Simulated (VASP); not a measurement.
Runs of VASP 6.6.1 on Re. The structure is that of space group Fd-3m (No. 227), or close to it. The cells are those of the table. This isn't the form of Re at room conditions, which is hcp.

```tsv
cell	k mesh	gap on the mesh (eV)	pressure (GPa)
a = 4.010 Å, angles 60.0°, 2 atoms	11 × 11 × 11	none	(c)
a = 4.062 Å, angles 60.0°, 2 atoms	11 × 11 × 11	none	(b)
a = 3.955 Å, angles 60.0°, 2 atoms	11 × 11 × 11	none	(a)
a = 4.010 Å, angles 60.0°, 2 atoms	16 × 16 × 16	none	-1.6
a = 4.114 Å, angles 60.0°, 2 atoms	11 × 11 × 11	none	-12.5
a = 3.842 Å, angles 60.0°, 2 atoms	11 × 11 × 11	none	25.9
a = 3.900 Å, angles 60.0°, 2 atoms	11 × 11 × 11	none	14.8
a = 4.164 Å, angles 60.0°, 2 atoms	11 × 11 × 11	none	-16.4
```

Alike in all rows: task single point; level revPBE; potentials or basis VASP PAW PBE potentials, release 64 (Re); no spin polarisation; cutoff (eV) 520; smearing fermi-dirac 0.1 eV.

Question: Estimate the missing entries.

Answer: (a) 5.7; (b) -7.6; (c) -1.7.

Caveats: the PAW data sets were made with another functional, which shifts forces and pressure a little; spin-orbit coupling is left out, which moves the levels of the heavy elements; the cell stands under tension (at least some runs); the cell stands under pressure (at least some runs).

A k mesh can miss the band edges, and the runs leave out spin-orbit coupling on Re.

A gap of «none» marks levels without a gap at the run's occupations.
